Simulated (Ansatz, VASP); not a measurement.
# Two plane-wave programs on MoSe

```
CELL_PARAMETERS angstrom
0.00000 2.83929 2.83929
2.83929 0.00000 2.83929
5.67858 5.67858 0.00000
ATOMIC_POSITIONS crystal
Mo 0.00000 0.00000 0.00000
Mo 0.00000 0.00000 0.50000
Se 0.25000 0.25000 0.12500
Se 0.25000 0.25000 0.62500
```

Alike in both runs: task single point; functional PBE; k mesh 12 × 12 × 6; occupations gaussian, width 0.1 eV; collinear spin.

|  | VASP | Ansatz |
| --- | --- | --- |
| version | VASP 6.6.1 | Ansatz 0.2.0 |
| potentials or method | VASP PAW PBE potentials, release 64 (Mo_sv, Se), cutoff 520 eV | scalar-relativistic, plane waves, PAW |
| valence electrons in the cell | 40 | 60 |

Ansatz gave:

* gap on the k mesh at the Fermi level (eV): none
* pressure (GPa): -0.6
* net moment per atom (μB): 0.00
* size of the moment on the site where the two differ most (μB): 0.65

Question: Which values does VASP return?

Answer: gap on the k mesh at the Fermi level (eV): none; pressure (GPa): -0.4; net moment per atom (μB): 0.00; size of the moment on the site where the two differ most (μB): 0.81.

Site moments also hang on the region over which each program counts them. A gap of «none» marks a metal or a gap that the smearing closes. VASP's potentials hold 40 valence electrons a cell and Ansatz's 60, so a difference there can come from the potentials and not from the codes.
